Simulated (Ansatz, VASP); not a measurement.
## One calculation of Fe, two programs

```xyz
1
Lattice="0.0000 1.7150 1.7150 1.7150 0.0000 1.7150 1.7150 1.7150 0.0000" Properties=species:S:1:pos:R:3 pbc="T T T"
Fe    0.0000    0.0000    0.0000
```

Alike in both runs: task single point; functional PBE; dispersion D4; k mesh 11 × 11 × 11; occupations fermi-dirac, width 0.15 eV; collinear spin.

|  | VASP | Ansatz |
| --- | --- | --- |
| version | VASP 6.6.1 | Ansatz 0.2.0 |
| potentials or method | VASP PAW PBE potentials, release 64 (Fe), cutoff 520 eV | plane waves, PAW |
| valence electrons in the cell | 8 | 16 |

Ansatz gave:

| Quantity | Value |
| --- | --- |
| pressure (GPa) | 2.7 |
| net moment per atom (μB) | 0.53 |
| size of the moment on the site where the two differ most (μB) | 0.53 |

Estimate VASP's values.

pressure (GPa): 2.6; net moment per atom (μB): 0.59; size of the moment on the site where the two differ most (μB): 0.58.

Site moments also hang on the region over which each program counts them. VASP's potentials hold 8 valence electrons a cell and Ansatz's 16, so a difference there can come from the potentials and not from the codes.
